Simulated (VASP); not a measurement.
# NaH (Pm-3m) in VASP: further runs

Aim: see how the results for NaH move with the level of theory and the settings. Levels: r2SCAN, HSE06, PBE0. Tasks: single point.

Everything below comes from runs of VASP 6.6.1. Logs are shortened: lines on timing, memory, paths and dates and some standing lists are left out, and cuts for length are marked.

## 1. The cell of the first run

Symmetry: Pm-3m, No. 221, cubic system. Conventional cell: a = 2.932 Å, b = 2.932 Å, c = 2.932 Å, α = 90.00°, β = 90.00°, γ = 90.00°. Na (site symmetry m-3m) has 8 H at 2.54 Å and 6 Na at 2.93 Å within 3.4 Å. H (site symmetry m-3m) has 8 Na at 2.54 Å and 6 H at 2.93 Å within 3.4 Å.

## 2. Single point, r2SCAN

Input file POSCAR:

```
NaH
1.0
    2.9323912055      0.0000000000      0.0000000000
    0.0000000000      2.9323912055      0.0000000000
    0.0000000000      0.0000000000      2.9323912055
Na H
1 1
Direct
    0.0000000000      0.0000000000      0.0000000000
    0.5000000000      0.5000000000      0.5000000000
```

Input file INCAR.step1:

```
SYSTEM = NaH
PREC = Accurate
ENCUT = 520
ISMEAR = 0
SIGMA = 0.01
LREAL = .False.
LASPH = .True.
NELM = 80
NBANDS = 11
GGA = PE
ALGO = Normal
EDIFF = 1E-4
LWAVE = .True.
LCHARG = .False.
```

Input file INCAR.step2:

```
SYSTEM = NaH
PREC = Accurate
ENCUT = 520
EDIFF = 1E-6
ISMEAR = 0
SIGMA = 0.01
LREAL = .False.
LASPH = .True.
NELM = 80
ALGO = Normal
ISIF = 2
LWAVE = .False.
LCHARG = .False.
METAGGA = R2SCAN
LMIXTAU = .True.
NBANDS = 11
ISTART = 1
```

Input file KPOINTS:

```
regular mesh
0
Gamma
  6 6 6
  0 0 0
```

Potentials or basis: VASP PAW PBE potentials, release 64 (Na_pv, H).

Launch:

```sh
> cat potpaw_PBE.64/Na_pv/POTCAR potpaw_PBE.64/H/POTCAR > POTCAR
> cp INCAR.step1 INCAR
> mpirun -np 1 vasp_std > vasp.out
> cp INCAR.step2 INCAR
> mpirun -np 1 vasp_std > vasp.out
```

OUTCAR:

```text
SYSTEM = NaH
   PREC = Accurate
   ENCUT = 520
   EDIFF = 1E-6
   ISMEAR = 0
   LREAL = .False.
   LASPH = .True.
   NELM = 80
   ISIF = 2
   METAGGA = R2SCAN
   ISTART = 1

 ion  position               nearest neighbor table
   1  0.000  0.000  0.000-
   2  0.500  0.500  0.500-

  LATTYP: Found a simple cubic cell.
 ALAT       =     2.9323912055

  Lattice vectors:

 A1 = (   2.9323912055,   0.0000000000,   0.0000000000)
 A2 = (   0.0000000000,   2.9323912055,   0.0000000000)
 A3 = (   0.0000000000,   0.0000000000,   2.9323912055)

Analysis of symmetry for initial positions (statically):
=====================================================================
 Subroutine PRICEL returns:
 Original cell was already a primitive cell.

 Routine SETGRP: Setting up the symmetry group for a
 simple cubic supercell.

 Subroutine GETGRP returns: Found 48 space group operations
 (whereof 48 operations were pure point group operations)
 out of a pool of 48 trial point group operations.

The static configuration has the point symmetry O_h .

Analysis of symmetry for dynamics (positions and initial velocities):
=====================================================================
 Subroutine PRICEL returns:
 Original cell was already a primitive cell.

 Routine SETGRP: Setting up the symmetry group for a
 simple cubic supercell.

 Subroutine GETGRP returns: Found 48 space group operations
 (whereof 48 operations were pure point group operations)
 out of a pool of 48 trial point group operations.

The dynamic configuration has the point symmetry O_h .

 Subroutine INISYM returns: Found 48 space group operations
 (whereof 48 operations are pure point group operations),
 and found     1 'primitive' translations

----------------------------------------------------------------------------------------

                                     Primitive cell

  volume of cell :      25.2154

  direct lattice vectors                    reciprocal lattice vectors
     2.932391206  0.000000000  0.000000000     0.341018619  0.000000000  0.000000000
     0.000000000  2.932391206  0.000000000     0.000000000  0.341018619  0.000000000
     0.000000000  0.000000000  2.932391206     0.000000000  0.000000000  0.341018619

  length of vectors
     2.932391206  2.932391206  2.932391206     0.341018619  0.341018619  0.341018619

  position of ions in fractional coordinates (direct lattice)
     0.000000000  0.000000000  0.000000000
     0.500000000  0.500000000  0.500000000

  ion indices of the primitive-cell ions
   primitive index   ion index
                 1           1
                 2           2

----------------------------------------------------------------------------------------

 KPOINTS: regular mesh

Automatic generation of k-mesh.
 Grid dimensions read from file:
 generate k-points for:    6    6    6

 Generating k-lattice:

  Cartesian coordinates                     Fractional coordinates (reciprocal lattice)
     0.056836437  0.000000000  0.000000000     0.166666667  0.000000000  0.000000000
     0.000000000  0.056836437  0.000000000     0.000000000  0.166666667  0.000000000
     0.000000000  0.000000000  0.056836437     0.000000000  0.000000000  0.166666667

  Length of vectors
     0.056836437  0.056836437  0.056836437

  Shift w.r.t. Gamma in fractional coordinates (k-lattice)
     0.000000000  0.000000000  0.000000000

 Subroutine IBZKPT returns following result:
 ===========================================

 Found     20 irreducible k-points:

 Following reciprocal coordinates:
            Coordinates               Weight
  0.000000  0.000000  0.000000      1.000000
  0.166667  0.000000  0.000000      6.000000
  0.333333  0.000000  0.000000      6.000000
  0.500000  0.000000  0.000000      3.000000
  0.166667  0.166667  0.000000     12.000000
  0.333333  0.166667  0.000000     24.000000
[... 12 lines left out ...]
  0.500000  0.500000  0.333333      6.000000
  0.500000  0.500000  0.500000      1.000000
   k-points           NKPTS =     20   k-points in BZ     NKDIM =     20   number of bands    NBANDS=     11
   number of dos      NEDOS =    301   number of ions     NIONS =      2
   total plane-waves  NPLWV =  13824
   dimension x,y,z NGX =    24 NGY =   24 NGZ =   24
   dimension x,y,z NGXF=    48 NGYF=   48 NGZF=   48
   ions per type =               1   1
   NGX,Y,Z   is equivalent  to a cutoff of  13.61, 13.61, 13.61 a.u.
   NGXF,Y,Z  is equivalent  to a cutoff of  27.21, 27.21, 27.21 a.u.
 SYSTEM =  NaH
   PREC   = accura    normal or accurate (medium, high low for compatibility)
   ISTART =      1    job   : 0-new  1-cont  2-samecut
   ICHARG =      0    charge: 1-file 2-atom 10-const
   ISPIN  =      1    spin polarized calculation?
   LNONCOLLINEAR =      F non collinear calculations
   LSORBIT =      F    spin-orbit coupling
   LASPH  =      T    aspherical Exc in radial PAW
   ENCUT  =  520.0 eV  38.22 Ry    6.18 a.u.   5.45  5.45  5.45*2*pi/ulx,y,z
   NELM   =     80;   NELMIN=  2; NELMDL=  0     # of ELM steps
   EDIFF  = 0.1E-05   stopping-criterion for ELM
   LREAL  =      F    real-space projection
[... 7 lines left out ...]
   TEBEG  =    0.0;   TEEND  =   0.0 temperature during run
   PSTRESS=    0.0 pullay stress
   NELECT =       8.0000    total number of electrons
   NUPDOWN=      -1.0000    fix difference up-down
   EMIN   =  10.00;   EMAX   =-10.00  energy-range for DOS
   EFERMI =   0.00;   METHOD = LEGACY
   ISMEAR =     0;   SIGMA  =   0.01  broadening in eV -4-tet -1-fermi 0-gaus
   EFERMI_NEDOS =   21; number of points for ismear=-14 and -15
   IALGO  =     38    algorithm
   IMIX   =      4    mixing-type and parameters
     AMIX     =   0.40;   BMIX     =  1.00
     AMIX_MAG =   1.60;   BMIX_MAG =  1.00
  volume/ion in A,a.u.               =      12.61        85.08
  Fermi-wavevector in a.u.,A,eV,Ry     =   1.116562  2.109997 16.962535  1.246711
  Thomas-Fermi vector in A             =   2.253177
   LORBIT       =      0    0 simple, 1 ext, 2 COOP (PROOUT), +10 PAW based schemes
   METAGGA = R2SCAN    functional components
   LHFCALC =     F    Hartree Fock is set to
   AEXX    =    0.0000 exact exchange contribution
   IVDW    =     0    specifies the selected vdW correction
   LEPSILON=     F    determine dielectric tensor
   LRPA    =     F    only Hartree local field effects (RPA)
 non-spin polarized calculation
 Gauss-broadening in eV      SIGMA  =   0.01
  energy-cutoff  :      520.00
  volume of cell :       25.22
 maximum number of plane-waves:       696
 NGX is ok and might be reduce to    24
   NGX = 11   NGY = 11   NGZ = 11

 number of electron       8.0000014 magnetization

 Free energy of the ion-electron system (eV)
  ---------------------------------------------------
  ext. energy  EPLUGINS =         0.00000000
  ---------------------------------------------------
  free energy    TOTEN  =        -7.29290983 eV

  energy without entropy =       -7.29290983  energy(sigma->0) =       -7.29290983

 E-fermi :   1.3853     XC(G=0):  -8.6521

 val. band max:        1.1806120240   @ k =   0.5000   0.5000   0.5000
 cond. band min:       2.7850163639   @ k =   0.5000   0.0000   0.0000
 fundamental gap:      1.6044043399
 Fermi energy:         1.3852884952

 k-point     1 :       0.0000    0.0000    0.0000
  band No.  band energies     occupation
      1     -24.3087      2.00000
      2     -24.3087      2.00000
      3     -24.3087      2.00000
      4      -4.8905      2.00000
      5      11.0659      0.00000
      6      12.8545      0.00000
      7      12.8545      0.00000
      8      14.6343      0.00000
      9      14.6343      0.00000
     10      14.6343      0.00000
     11      28.0217      0.00000

 k-point     2 :       0.1667    0.0000    0.0000
  band No.  band energies     occupation
      1     -24.3538      2.00000
      2     -24.3048      2.00000
      3     -24.3048      2.00000
      4      -4.4503      2.00000
      5       8.2815      0.00000
      6      12.1342      0.00000
      7      13.3270      0.00000
      8      14.9443      0.00000
      9      14.9443      0.00000
     10      19.2072      0.00000
     11      25.2114      0.00000

 k-point     3 :       0.3333    0.0000    0.0000
  band No.  band energies     occupation
      1     -24.4430      2.00000
      2     -24.2969      2.00000
      3     -24.2969      2.00000
      4      -3.2875      2.00000
      5       4.5658      0.00000
      6      12.8711      0.00000
      7      14.6890      0.00000
      8      15.7727      0.00000
      9      15.7727      0.00000
     10      21.3137      0.00000
     11      22.0902      0.00000

 k-point     4 :       0.5000    0.0000    0.0000
  band No.  band energies     occupation
      1     -24.4870      2.00000
      2     -24.2929      2.00000
      3     -24.2929      2.00000
      4      -2.3792      2.00000
      5       2.7850      0.00000
      6      13.3263      0.00000
      7      16.1002      0.00000
      8      16.4215      0.00000
      9      16.4215      0.00000
     10      18.9108      0.00000
     11      20.6532      0.00000
[... 183 lines left out ...]
 k-point    18 :       0.5000    0.3333    0.3333
  band No.  band energies     occupation
      1     -24.4435      2.00000
      2     -24.4008      2.00000
      3     -24.3961      2.00000
      4      -0.0299      2.00000
      5       6.3498      0.00000
      6       8.5551      0.00000
      7       9.4921      0.00000
      8      12.0554      0.00000
      9      13.2671      0.00000
     10      15.2034      0.00000
     11      21.8380      0.00000

 k-point    19 :       0.5000    0.5000    0.3333
  band No.  band energies     occupation
      1     -24.4368      2.00000
      2     -24.4368      2.00000
      3     -24.3928      2.00000
      4       0.5687      2.00000
      5       7.4648      0.00000
      6       7.4648      0.00000
      7      10.0357      0.00000
      8      10.6642      0.00000
      9      13.3416      0.00000
     10      13.3416      0.00000
     11      20.5445      0.00000

 k-point    20 :       0.5000    0.5000    0.5000
  band No.  band energies     occupation
      1     -24.4305      2.00000
      2     -24.4305      2.00000
      3     -24.4305      2.00000
      4       1.1806      2.00000
      5       8.4897      0.00000
      6       8.4897      0.00000
      7       8.4897      0.00000
      8      11.4172      0.00000
      9      11.4172      0.00000
     10      11.4172      0.00000
     11      19.1721      0.00000

------------------------ aborting loop because EDIFF is reached ----------------------------------------

  FORCE on cell =-STRESS in cart. coord.  units (eV):
  Direction    XX          YY          ZZ          XY          YZ          ZX
  --------------------------------------------------------------------------------------
  -------------------------------------------------------------------------------------
  Total       -0.0423018     -0.0423018     -0.0423018      0.0000000      0.0000000     -0.0000000
  in kB       -2.6878406     -2.6878406     -2.6878406      0.0000000      0.0000000     -0.0000000
  external PRESSURE =      -2.6878406 kB  Pullay stress =       0.0000000 kB

 VOLUME and BASIS-vectors are now :
 -----------------------------------------------------------------------------
  energy-cutoff  :      520.00
  volume of cell :       25.22
      direct lattice vectors                 reciprocal lattice vectors
     2.932391206  0.000000000  0.000000000     0.341018619  0.000000000  0.000000000
     0.000000000  2.932391206  0.000000000     0.000000000  0.341018619  0.000000000
     0.000000000  0.000000000  2.932391206     0.000000000  0.000000000  0.341018619

 POSITION                                       TOTAL-FORCE (eV/Angst)
 -----------------------------------------------------------------------------------
      0.00000      0.00000      0.00000         0.000000      0.000000      0.000000
      1.46620      1.46620      1.46620         0.000000      0.000000      0.000000
 -----------------------------------------------------------------------------------
    total drift:                                0.000000      0.000000      0.000000

  FREE ENERGIE OF THE ION-ELECTRON SYSTEM (eV)
  ---------------------------------------------------
  free  energy   TOTEN  =        -7.2929098251 eV

  energy  without entropy=       -7.2929098251  energy(sigma->0) =       -7.29290983
```

Run time: 34 s. Hardware: 1 thread of Intel Xeon 8259CL, shared host; peak memory 0.14 GiB.

Results:

- Free energy: -7.2929 eV
- Pressure: -0.3 GPa
- Band gap on the k mesh: 1.60 eV (least direct gap 5.16 eV)

Caveat: the structure was generated, so it needn't be the stable form of NaH; the PAW data sets were made with another functional, which shifts forces and pressure a little.

## 3. Single point, HSE06

POSCAR is that of step 2.

Input file INCAR.step1:

```
PREC = Accurate ; ENCUT = 520
EDIFF = 1E-5 ; ISMEAR = 0
SIGMA = 0.01 ; LREAL = F
LASPH = T ; NELM = 80
ALGO = Normal ; ISIF = 2
LWAVE = T ; NBANDS = 11
GGA = PE
```

Input file INCAR.step2:

```
PREC = Accurate ; ENCUT = 520
EDIFF = 1E-7 ; ISMEAR = 0
SIGMA = 0.01 ; LREAL = F
LASPH = T ; NELM = 80
ALGO = Normal ; ISIF = 2
LWAVE = F ; LCHARG = T
GGA = PE ; LHFCALC = T
HFSCREEN = 0.2079 ; PRECFOCK = Normal
LELF = T ; LVHAR = T
NBANDS = 11 ; ISTART = 1
```

Input file KPOINTS:

```
regular mesh
0
Gamma
  6 6 6
```

Potentials or basis: VASP PAW PBE potentials, release 64 (Na_pv, H).

Launch:

```sh
> cat potpaw_PBE.64/Na_pv/POTCAR potpaw_PBE.64/H/POTCAR > POTCAR
> cp INCAR.step1 INCAR
> mpirun -np 1 vasp_std > vasp.out
> cp INCAR.step2 INCAR
> mpirun -np 1 vasp_std > vasp.out
```

OUTCAR:

```text
PREC = Accurate
   ENCUT = 520
   EDIFF = 1E-7
   ISMEAR = 0
   LREAL = F
   LASPH = T
   NELM = 80
   ISIF = 2
   GGA = PE
   LHFCALC = T
   HFSCREEN = 0.2079
   PRECFOCK = Normal
   ISTART = 1

 ion  position               nearest neighbor table
   1  0.000  0.000  0.000-
   2  0.500  0.500  0.500-

  LATTYP: Found a simple cubic cell.
 ALAT       =     2.9323912055
[... 467 lines left out ...]
      8      11.3120      0.00000
      9      11.3120      0.00000
     10      11.3120      0.00000
     11      18.6969      0.00000

------------------------ aborting loop because EDIFF is reached ----------------------------------------

  FORCE on cell =-STRESS in cart. coord.  units (eV):
  Direction    XX          YY          ZZ          XY          YZ          ZX
  --------------------------------------------------------------------------------------
  -------------------------------------------------------------------------------------
  Total        0.0470674      0.0470674      0.0470674      0.0000000      0.0000000     -0.0000000
  in kB        2.9906439      2.9906439      2.9906439      0.0000000      0.0000000     -0.0000000
  external PRESSURE =       2.9906439 kB  Pullay stress =       0.0000000 kB

 VOLUME and BASIS-vectors are now :
 -----------------------------------------------------------------------------
  energy-cutoff  :      520.00
  volume of cell :       25.22
      direct lattice vectors                 reciprocal lattice vectors
     2.932391206  0.000000000  0.000000000     0.341018619  0.000000000  0.000000000
     0.000000000  2.932391206  0.000000000     0.000000000  0.341018619  0.000000000
     0.000000000  0.000000000  2.932391206     0.000000000  0.000000000  0.341018619

 POSITION                                       TOTAL-FORCE (eV/Angst)
 -----------------------------------------------------------------------------------
      0.00000      0.00000      0.00000         0.000000      0.000000      0.000000
      1.46620      1.46620      1.46620         0.000000      0.000000      0.000000
 -----------------------------------------------------------------------------------
    total drift:                                0.000000      0.000000      0.000000

  FREE ENERGIE OF THE ION-ELECTRON SYSTEM (eV)
  ---------------------------------------------------
  free  energy   TOTEN  =        -5.4436966861 eV

  energy  without entropy=       -5.4436966861  energy(sigma->0) =       -5.44369669
```

Wall time 11 min (1 thread of Intel Xeon 8259CL, shared host); peak memory 0.24 GiB.

Results:

- Free energy: -5.4437 eV
- Pressure: 0.3 GPa
- Band gap on the k mesh: 1.88 eV (least direct gap 5.71 eV)

Levels at points of the mesh, in eV from the valence-band top:
```csv
k point,band 1,band 2,band 3,band 4,band 5,band 6,band 7,band 8,band 9
"(0.00, 0.00, 0.00)",-27.08,-27.08,-27.08,-6.60,10.26,12.22,12.22,13.92,13.92
"(0.50, 0.00, 0.00)",-27.26,-27.06,-27.06,-3.84,1.88,12.49,15.58,16.00,16.00
"(0.50, 0.50, 0.00)",-27.23,-27.23,-27.05,-1.96,5.24,5.24,8.07,16.34,20.18
"(0.50, 0.50, 0.50)",-27.20,-27.20,-27.20,0.00,7.95,7.95,7.95,10.43,10.43
```

Caveat: the structure was generated, so it needn't be the stable form of NaH; the PAW data sets were made with another functional, which shifts forces and pressure a little.

## 4. Single point, PBE0

POSCAR is that of step 3.

Input file INCAR.step1:

```
SYSTEM = NaH
  ALGO = Normal
  EDIFF = 1E-5
  ENCUT = 520
  GGA = PE
  ISIF = 2
  ISMEAR = 0
  LASPH = .True.
  LCHARG = .False.
  LREAL = .False.
  LWAVE = .True.
  NBANDS = 11
  NELM = 100
  PREC = Accurate
  SIGMA = 0.01
```

Input file INCAR.step2:

```
SYSTEM = NaH
  AEXX = 0.25
  ALGO = Normal
  EDIFF = 1E-6
  ENCUT = 520
  GGA = PE
  ISIF = 2
  ISMEAR = 0
  ISTART = 1
  LASPH = .True.
  LCHARG = .False.
  LHFCALC = .True.
  LREAL = .False.
  LWAVE = .False.
  NBANDS = 11
  NELM = 100
  PREC = Accurate
  PRECFOCK = Normal
  SIGMA = 0.01
```

Input file KPOINTS:

```
k-points
0
Gamma
  6 6 6
  0 0 0
```

Launch:

```sh
> cat potpaw_PBE.64/Na_pv/POTCAR potpaw_PBE.64/H/POTCAR > POTCAR
> cp INCAR.step1 INCAR
> mpirun -np 1 vasp_std > vasp.out
> cp INCAR.step2 INCAR
> mpirun -np 1 vasp_std > vasp.out
```

Run time: 7.8 min. Hardware: 1 thread of Intel Xeon 8259CL, shared host; peak memory 0.14 GiB.

Results (log left out):

- Free energy: -5.8007 eV
- Pressure: 0.3 GPa
- Band gap on the k mesh: 2.61 eV (least direct gap 6.48 eV)

Levels at points of the mesh, in eV from the valence-band top:
| k point | band 1 | band 2 | band 3 | band 4 | band 5 | band 6 | band 7 | band 8 |
| --- | --- | --- | --- | --- | --- | --- | --- | --- |
| (0.00, 0.00, 0.00) | -27.12 | -27.12 | -27.12 | -6.67 | 11.03 | 12.96 | 12.96 | 14.69 |
| (0.50, 0.00, 0.00) | -27.30 | -27.10 | -27.10 | -3.87 | 2.61 | 13.25 | 16.31 | 16.77 |
| (0.50, 0.50, 0.00) | -27.27 | -27.27 | -27.08 | -1.98 | 5.98 | 5.98 | 8.82 | 17.10 |
| (0.50, 0.50, 0.50) | -27.24 | -27.24 | -27.24 | 0.00 | 8.70 | 8.70 | 8.70 | 11.17 |

Caveat: the structure was generated, so it needn't be the stable form of NaH; the PAW data sets were made with another functional, which shifts forces and pressure a little. A k mesh can miss the band edges.

## 5. Summary

| level | grid for exact exchange (PRECFOCK) | share of exact exchange | screening parameter | gap on the mesh (eV) | pressure (GPa) |
| --- | --- | --- | --- | --- | --- |
| r2SCAN | - | - | - | 1.60 | -0.3 |
| HSE06 | Normal | 0.25 | 0.2079 1/Å | 1.88 | 0.3 |
| PBE0 | Normal | 0.25 | - | 2.61 | 0.3 |

Alike in all rows: task single point; potentials or basis VASP PAW PBE potentials, release 64 (Na_pv, H); no spin polarisation; cell as given; k mesh 6 × 6 × 6; cutoff (eV) 520; smearing gaussian 0.01 eV.

On the cell as given the gap runs from 1.60 eV (r2SCAN) to 2.61 eV (PBE0). The pressure there spans -0.3 GPa (r2SCAN) to 0.3 GPa (HSE06); a positive pressure means that this level wants a larger cell, a negative one a smaller.

Caveats: the structure was generated, so it needn't be the stable form of NaH; the PAW data sets were made with another functional, which shifts forces and pressure a little.

Absolute energies hang on the potentials; compare differences alone.
